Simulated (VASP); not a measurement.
Mg: relaxation of cell and atoms with PBE

The system is Mg.

```
Mg
1.0
     3.05030    0.00000    0.00000
    -1.52515    2.64164    0.00000
     0.00000    0.00000    3.04484
Mg
1
Direct
  0.00000 0.00000 0.00000
```

This isn't the form of Mg at room conditions, which is hcp.

```yaml
Program: VASP 6.6.1
Task: relaxation of cell and atoms
Functional: PBE
Potentials_or_basis: VASP PAW PBE potentials, release 64 (Mg)
Cutoff: 600 eV
k_mesh: 10 × 10 × 9
Occupations: fermi-dirac, width 0.05 eV
Spin: no spin polarisation
Dipole_correction: no
Further_INCAR_settings: ALGO = Normal; EDIFF = 1e-06; IBRION = 2; EDIFFG = -0.01; NSW = 60; ISIF = 3
```

The relaxed volume is 25.41 Å³/atom. The relaxed cell is a = 3.094 Å, b = 3.094 Å, c = 3.065 Å, α = 90.00°, β = 90.00°, γ = 120.00°, the space group after relaxing (to 0.1 Å) is P6/mmm (No. 191) and the energy gained by relaxing is 3.4 meV/atom. The ionic steps are 6 and the pressure after relaxing is 0.0 GPa. The band gap on the k mesh is zero (bands 1 and 2 overlap by 3.42 eV).

Step by step:
| step | energy change (eV) | largest force (eV/Å) | pressure (GPa) | volume (Å³) |
| --- | --- | --- | --- | --- |
| 1 | 0.0000 | 0.0000 | 1.13 | 24.53 |
| 2 | -0.0032 | 0.0000 | 0.29 | 25.15 |
| 3 | -0.0033 | 0.0000 | 0.06 | 25.34 |
| 4 | -0.0033 | 0.0000 | 0.08 | 25.32 |
| 5 | -0.0034 | 0.0000 | 0.03 | 25.38 |
| 6 | -0.0034 | 0.0000 | 0.00 | 25.41 |

Final structure:
```
CELL_PARAMETERS angstrom
3.09370 0.00000 0.00000
-1.54685 2.67923 0.00000
0.00000 0.00000 3.06542
ATOMIC_POSITIONS crystal
Mg 0.00000 0.00000 0.00000
```

Levels at points of the mesh, in eV from the Fermi level:
| k point | band 1 | band 2 | band 3 | band 4 | band 5 |
| --- | --- | --- | --- | --- | --- |
| (0.00, 0.00, 0.00) | -6.44 | 8.03 | 8.74 | 12.34 | 12.34 |
| (0.50, 0.00, 0.00) | -1.48 | -1.14 | 8.12 | 8.38 | 12.87 |

It took 14 s on 1 thread of Intel Xeon 8259CL, on a shared host, peak memory 0.15 GiB.
